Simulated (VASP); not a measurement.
# ScAl (Pm-3m) in VASP: electric field gradients with LDA

Aim: the electric field gradients of ScAl with LDA.

Program: VASP 6.6.1. These are calculated values, not measurements. Logs are shortened: lines on timing, memory, paths and dates and some standing lists are left out, and cuts for length are marked.

## Step 1: The cell of the first run

The structure is cubic, space group Pm-3m (No. 221). Conventional cell: a = 3.436 Å, b = 3.436 Å, c = 3.436 Å, α = 90.00°, β = 90.00°, γ = 90.00°. Sc (site symmetry m-3m) has 8 Al at 2.98 Å and 6 Sc at 3.44 Å within 3.9 Å. Within 3.9 Å of Al (site symmetry m-3m) lie 8 Sc at 2.98 Å and 6 Al at 3.44 Å.

## Step 2: Electric field gradients, LDA (20.29 Å³/atom)

The input, INCAR:

```
SYSTEM = ScAl
PREC     = Accurate       ! precision mode
ENCUT    = 520            ! plane-wave cutoff, eV
EDIFF    = 1E-8           ! SCF threshold, eV
ISMEAR   = -1             ! smearing method
SIGMA    = 0.05           ! smearing width, eV
LREAL    = .FALSE.        ! projectors in reciprocal space
LASPH    = .TRUE.         ! aspherical terms in the spheres
NELM     = 60             ! most SCF steps
ALGO     = Normal         ! electronic algorithm
ISIF     = 2              ! what is computed and relaxed
LWAVE    = .FALSE.        ! write WAVECAR
LCHARG   = .FALSE.        ! write CHGCAR
LEFG     = .TRUE.       
NBANDS   = 14             ! bands
```

The input, KPOINTS:

```
Automatic mesh
0
G
  10 10 10
  0 0 0
```

The input, POSCAR:

```
ScAl
1.0
    3.4364510258      0.0000000000      0.0000000000
    0.0000000000      3.4364510258      0.0000000000
    0.0000000000      0.0000000000      3.4364510258
Sc Al
1 1
Direct
    0.5000000000      0.5000000000      0.5000000000
    0.0000000000      0.0000000000      0.0000000000
```

Potentials or basis: VASP PAW LDA potentials, release 64 (Sc_sv, Al).

On the command line:

```bash
cat potpaw_LDA.64/Sc_sv/POTCAR potpaw_LDA.64/Al/POTCAR > POTCAR
mpirun -np 1 vasp_std > vasp.out
```

OUTCAR:

```text
SYSTEM = ScAl
   PREC = Accurate
   ENCUT = 520
   EDIFF = 1E-8
   ISMEAR = -1
   LREAL = .FALSE.
   LASPH = .TRUE.
   NELM = 60
   ISIF = 2

 ion  position               nearest neighbor table
   1  0.500  0.500  0.500-   2 2.98   2 2.98   2 2.98   2 2.98   2 2.98   2 2.98   2 2.98   2 2.98

   2  0.000  0.000  0.000-   1 2.98   1 2.98   1 2.98   1 2.98   1 2.98   1 2.98   1 2.98   1 2.98

  LATTYP: Found a simple cubic cell.
 ALAT       =     3.4364510258

  Lattice vectors:

 A1 = (   3.4364510258,   0.0000000000,   0.0000000000)
 A2 = (   0.0000000000,   3.4364510258,   0.0000000000)
 A3 = (   0.0000000000,   0.0000000000,   3.4364510258)

Analysis of symmetry for initial positions (statically):
=====================================================================
 Subroutine PRICEL returns:
 Original cell was already a primitive cell.

 Routine SETGRP: Setting up the symmetry group for a
 simple cubic supercell.

 Subroutine GETGRP returns: Found 48 space group operations
 (whereof 48 operations were pure point group operations)
 out of a pool of 48 trial point group operations.

The static configuration has the point symmetry O_h .

Analysis of symmetry for dynamics (positions and initial velocities):
=====================================================================
 Subroutine PRICEL returns:
 Original cell was already a primitive cell.

 Routine SETGRP: Setting up the symmetry group for a
 simple cubic supercell.

 Subroutine GETGRP returns: Found 48 space group operations
 (whereof 48 operations were pure point group operations)
 out of a pool of 48 trial point group operations.

The dynamic configuration has the point symmetry O_h .

 Subroutine INISYM returns: Found 48 space group operations
 (whereof 48 operations are pure point group operations),
 and found     1 'primitive' translations

----------------------------------------------------------------------------------------

                                     Primitive cell

  volume of cell :      40.5817

  direct lattice vectors                    reciprocal lattice vectors
     3.436451026  0.000000000  0.000000000     0.290997891  0.000000000  0.000000000
     0.000000000  3.436451026  0.000000000     0.000000000  0.290997891  0.000000000
     0.000000000  0.000000000  3.436451026     0.000000000  0.000000000  0.290997891

  length of vectors
     3.436451026  3.436451026  3.436451026     0.290997891  0.290997891  0.290997891

  position of ions in fractional coordinates (direct lattice)
     0.500000000  0.500000000  0.500000000
     0.000000000  0.000000000  0.000000000

  ion indices of the primitive-cell ions
   primitive index   ion index
                 1           1
                 2           2

----------------------------------------------------------------------------------------

 KPOINTS: Automatic mesh

Automatic generation of k-mesh.
 Grid dimensions read from file:
 generate k-points for:   10   10   10

 Generating k-lattice:

  Cartesian coordinates                     Fractional coordinates (reciprocal lattice)
     0.029099789  0.000000000  0.000000000     0.100000000  0.000000000  0.000000000
     0.000000000  0.029099789  0.000000000     0.000000000  0.100000000  0.000000000
     0.000000000  0.000000000  0.029099789     0.000000000  0.000000000  0.100000000

  Length of vectors
     0.029099789  0.029099789  0.029099789

  Shift w.r.t. Gamma in fractional coordinates (k-lattice)
     0.000000000  0.000000000  0.000000000

 Subroutine IBZKPT returns following result:
 ===========================================

 Found     56 irreducible k-points:

 Following reciprocal coordinates:
            Coordinates               Weight
  0.000000  0.000000  0.000000      1.000000
  0.100000  0.000000  0.000000      6.000000
  0.200000  0.000000  0.000000      6.000000
  0.300000  0.000000  0.000000      6.000000
  0.400000  0.000000  0.000000      6.000000
  0.500000  0.000000  0.000000      3.000000
[... 16 lines left out ...]
  0.200000  0.100000  0.100000     24.000000
  0.300000  0.100000  0.100000     24.000000
 [... further k-points ...]
   k-points           NKPTS =     56   k-points in BZ     NKDIM =     56   number of bands    NBANDS=     14
   number of dos      NEDOS =    301   number of ions     NIONS =      2
   total plane-waves  NPLWV =  21952
   dimension x,y,z NGX =    28 NGY =   28 NGZ =   28
   dimension x,y,z NGXF=    56 NGYF=   56 NGZF=   56
   ions per type =               1   1
   NGX,Y,Z   is equivalent  to a cutoff of  13.55, 13.55, 13.55 a.u.
   NGXF,Y,Z  is equivalent  to a cutoff of  27.09, 27.09, 27.09 a.u.
 SYSTEM =  ScAl
   PREC   = accura    normal or accurate (medium, high low for compatibility)
   ISTART =      0    job   : 0-new  1-cont  2-samecut
   ICHARG =      2    charge: 1-file 2-atom 10-const
   ISPIN  =      1    spin polarized calculation?
   LNONCOLLINEAR =      F non collinear calculations
   LSORBIT =      F    spin-orbit coupling
   LASPH  =      T    aspherical Exc in radial PAW
   ENCUT  =  520.0 eV  38.22 Ry    6.18 a.u.   6.39  6.39  6.39*2*pi/ulx,y,z
   NELM   =     60;   NELMIN=  2; NELMDL= -5     # of ELM steps
   EDIFF  = 0.1E-07   stopping-criterion for ELM
   LREAL  =      F    real-space projection
   EDIFFG = 0.1E-06   stopping-criterion for IOM
   NSW    =      0    number of steps for IOM
   IBRION =     -1    ionic relax: 0-MD 1-quasi-New 2-CG
   NFREE  =      0    steps in history (QN), initial steepest desc. (CG)
   ISIF   =      2    stress and relaxation
   ISYM   =      2    0-nonsym 1-usesym 2-fastsym
   POTIM  = 0.5000    time-step for ionic-motion
   TEBEG  =    0.0;   TEEND  =   0.0 temperature during run
   PSTRESS=    0.0 pullay stress
   NELECT =      14.0000    total number of electrons
   NUPDOWN=      -1.0000    fix difference up-down
   EMIN   =  10.00;   EMAX   =-10.00  energy-range for DOS
   EFERMI =   0.00;   METHOD = LEGACY
   ISMEAR =    -1;   SIGMA  =   0.05  broadening in eV -4-tet -1-fermi 0-gaus
   EFERMI_NEDOS =   21; number of points for ismear=-14 and -15
   IALGO  =     38    algorithm
   IMIX   =      4    mixing-type and parameters
     AMIX     =   0.40;   BMIX     =  1.00
     AMIX_MAG =   1.60;   BMIX_MAG =  1.00
  volume/ion in A,a.u.               =      20.29       136.93
  Fermi-wavevector in a.u.,A,eV,Ry     =   1.148173  2.169732 17.936579  1.318301
  Thomas-Fermi vector in A             =   2.284849
   LORBIT       =      0    0 simple, 1 ext, 2 COOP (PROOUT), +10 PAW based schemes
   GGA     = CA    functional components
   LHFCALC =     F    Hartree Fock is set to
   AEXX    =    0.0000 exact exchange contribution
   IVDW    =     0    specifies the selected vdW correction
   LEPSILON=     F    determine dielectric tensor
   LRPA    =     F    only Hartree local field effects (RPA)
 non-spin polarized calculation
  energy-cutoff  :      520.00
  volume of cell :       40.58
 maximum number of plane-waves:      1108
 NGX is ok and might be reduce to    28
   NGX = 13   NGY = 13   NGZ = 13

 number of electron      13.9999996 magnetization

 Free energy of the ion-electron system (eV)
  ---------------------------------------------------
  ext. energy  EPLUGINS =         0.00000000
  ---------------------------------------------------
  free energy    TOTEN  =       -11.77895225 eV

  energy without entropy =      -11.77161765  energy(sigma->0) =      -11.77528495

 E-fermi :   5.3896     XC(G=0): -10.2989

 val. band max:        5.3892115627   @ k =   0.4000   0.1000   0.1000
 cond. band min:       5.4105283745   @ k =   0.4000   0.4000   0.0000
 fundamental gap:      0.0213168118
 Fermi energy:         5.3896229598

 k-point     1 :       0.0000    0.0000    0.0000
  band No.  band energies     occupation
      1     -43.6342      2.00000
      2     -22.5603      2.00000
      3     -22.5603      2.00000
      4     -22.5603      2.00000
      5      -2.8015      2.00000
      6       4.7946      1.99999
      7       4.7946      1.99999
      8       7.8532      0.00000
      9       7.8532      0.00000
     10       7.8532      0.00000
     11       8.8857      0.00000
     12       8.8857      0.00000
     13       8.8857      0.00000
     14      13.7249      0.00000
[... 377 lines left out ...]
      1     -43.6242      2.00000
      2     -22.6546      2.00000
      3     -22.5648      2.00000
      4     -22.5635      2.00000
      5      -1.3954      2.00000
      6       3.1696      2.00000
      7       5.1222      1.99054
      8       6.2831      0.00000
      9       6.3214      0.00000
     10       7.5900      0.00000
     11       8.5272      0.00000
     12      10.5656      0.00000
     13      10.8066      0.00000
     14      13.2055      0.00000

 [... further k-points ...]

------------------------ aborting loop because EDIFF is reached ----------------------------------------

  FORCE on cell =-STRESS in cart. coord.  units (eV):
  Direction    XX          YY          ZZ          XY          YZ          ZX
  --------------------------------------------------------------------------------------
  -------------------------------------------------------------------------------------
  Total       -1.9641965     -1.9641965     -1.9641965      0.0000000      0.0000000      0.0000000
  in kB      -77.5470078    -77.5470078    -77.5470078      0.0000000      0.0000000      0.0000000
  external PRESSURE =     -77.5470078 kB  Pullay stress =       0.0000000 kB

 VOLUME and BASIS-vectors are now :
 -----------------------------------------------------------------------------
  energy-cutoff  :      520.00
  volume of cell :       40.58
      direct lattice vectors                 reciprocal lattice vectors
     3.436451026  0.000000000  0.000000000     0.290997891  0.000000000  0.000000000
     0.000000000  3.436451026  0.000000000     0.000000000  0.290997891  0.000000000
     0.000000000  0.000000000  3.436451026     0.000000000  0.000000000  0.290997891

 POSITION                                       TOTAL-FORCE (eV/Angst)
 -----------------------------------------------------------------------------------
      1.71823      1.71823      1.71823         0.000000      0.000000      0.000000
      0.00000      0.00000      0.00000         0.000000      0.000000      0.000000
 -----------------------------------------------------------------------------------
    total drift:                                0.000000      0.000000      0.000000

  FREE ENERGIE OF THE ION-ELECTRON SYSTEM (eV)
  ---------------------------------------------------
  free  energy   TOTEN  =       -11.7789522489 eV

  energy  without entropy=      -11.7716176493  energy(sigma->0) =      -11.77528495

 Electric field gradients (V/A^2)
---------------------------------------------------------------------
 ion       V_xx      V_yy      V_zz      V_xy      V_xz      V_yz
---------------------------------------------------------------------
   1       0.000    -0.000     0.000     0.000    -0.000    -0.000
   2       0.000    -0.000    -0.000    -0.000     0.000     0.000
---------------------------------------------------------------------

 Electric field gradients after diagonalization (V/A^2)
 (convention: |V_zz| > |V_xx| > |V_yy|)
----------------------------------------------------------------------
 ion       V_xx      V_yy      V_zz     asymmetry (V_yy - V_xx)/ V_zz
----------------------------------------------------------------------
   1       0.000    -0.000     0.000      -0.196
   2      -0.000     0.000    -0.000      -0.429
----------------------------------------------------------------------

           NMR quadrupolar parameters

 Cq : quadrupolar parameter    Cq=e*Q*V_zz/h
 eta: asymmetry parameters     (V_yy - V_xx)/ V_zz
 Q  : nuclear electric quadrupole moment in mb (millibarn)
----------------------------------------------------------------------
 ion       Cq(MHz)       eta       Q (mb)
----------------------------------------------------------------------
   1       0.000      -0.196       1.000
   2      -0.000      -0.429       1.000
----------------------------------------------------------------------
```

Wall time 51 s (1 thread of Intel Xeon 8259CL, shared host); peak memory 0.16 GiB.

What came out:

```
Free energy                             : -11.7790 eV
Pressure                                : -7.8 GPa
Band gap on the k mesh                  : zero (bands 7 and 8 overlap by 1.09 eV)
Largest electric field gradient by atom : under 0.05 V/Å² on every atom
```

Levels at points of the mesh, in eV from the Fermi level:
```csv
k point,band 5,band 6,band 7,band 8,band 9,band 10
"(0.00, 0.00, 0.00)",-8.19,-0.60,-0.60,2.46,2.46,2.46
"(0.50, 0.00, 0.00)",-5.57,-4.37,0.24,0.69,0.69,2.67
"(0.50, 0.50, 0.00)",-4.60,-1.77,-1.77,-0.81,1.40,1.40
"(0.50, 0.50, 0.50)",-2.39,-2.39,-2.39,-0.79,2.80,2.80
```

Caveat: the cell stands under tension.

The gap in the log of VASP goes by the Fermi energy; the results here count the filled bands.